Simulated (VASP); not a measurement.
Here is a VASP 6.6.1 calculation.

The input INCAR:

```
SYSTEM = CoSi
PREC = Accurate ; ENCUT = 600
EDIFF = 1E-7 ; ISMEAR = -1
SIGMA = 0.08 ; LREAL = .False.
LASPH = .True. ; NELM = 60
ALGO = Normal ; ISIF = 3
LWAVE = .False. ; LCHARG = .False.
GGA = PE ; IBRION = 2
NSW = 60 ; EDIFFG = -0.005
PSTRESS = 680.0
```

Contents of KPOINTS:

```
Automatic mesh
0
Gamma
  16 16 14
  0 0 0
```

POSCAR

```
CoSi
1.0
    2.8563884461      0.0000000000      0.0000000000
   -1.4281942231      2.4737049574      0.0000000000
    0.0000000000      0.0000000000      2.7992606772
Co Si
1 1
Direct
    0.0000000000      0.0000000000      0.0000000000
    0.3333333333      0.6666666667      0.5000000000
```

Potentials or basis: VASP PAW PBE potentials, release 64 (Co, Si).

Run with:

```sh
$ cat potpaw_PBE.64/Co/POTCAR potpaw_PBE.64/Si/POTCAR > POTCAR
$ mpirun -np 1 vasp_std > vasp.out
```

Task: What does it give for the band gap on the k mesh?

Result: Zero (an odd number of electrons rules out a gap without spin polarisation).

Task: Predict the space group after relaxing (to 0.1 Å).

Result: P-6m2 (No. 187).

Task: Predict the relaxed cell.

Result: a = 2.490 Å, b = 2.490 Å, c = 3.383 Å, α = 90.00°, β = 90.00°, γ = 120.00°.

Task: Predict the relaxed volume.

Result: 9.09 Å³/atom.

Step by step:
```csv
step,energy change (eV),largest force (eV/Å),pressure (GPa),volume (Å³)
1,0.0000,0.0000,57.22,19.78
2,0.8066,0.0000,101.95,17.92
3,0.3248,0.0000,75.84,18.91
4,0.3577,0.0000,79.88,18.61
5,0.4264,0.0000,96.17,17.60
6,2.4730,0.0000,185.79,15.09
7,0.5690,0.0000,107.55,17.08
8,0.7375,0.0000,117.05,16.72
9,0.7098,0.0000,115.24,16.74
10,0.6708,0.0000,110.79,16.77
11,0.5924,0.0000,106.65,16.89
12,0.3731,0.0000,94.87,17.23
13,0.0009,0.0000,73.97,17.94
14,-0.0980,0.0000,68.15,18.16
15,-0.1101,0.0000,67.44,18.19
16,-0.1077,0.0000,67.59,18.18
17,-0.1044,0.0000,67.81,18.18
18,-0.0980,0.0000,68.25,18.16
19,-0.0996,0.0000,68.15,18.16
20,-0.1001,0.0000,68.12,18.17
21,-0.1017,0.0000,68.04,18.17
22,-0.1049,0.0000,67.93,18.18
23,-0.1030,0.0000,68.02,18.17
```

Caveat: the cell is relaxed towards a set pressure, so the run minimises the enthalpy, not the energy; a cell axis changed by over 15 % at a fixed basis, so the end point is rough; the run has no spin polarisation, though such a crystal can be magnetic. Spin polarisation is off, so any magnetic state and its effect on volume and gap are missing.
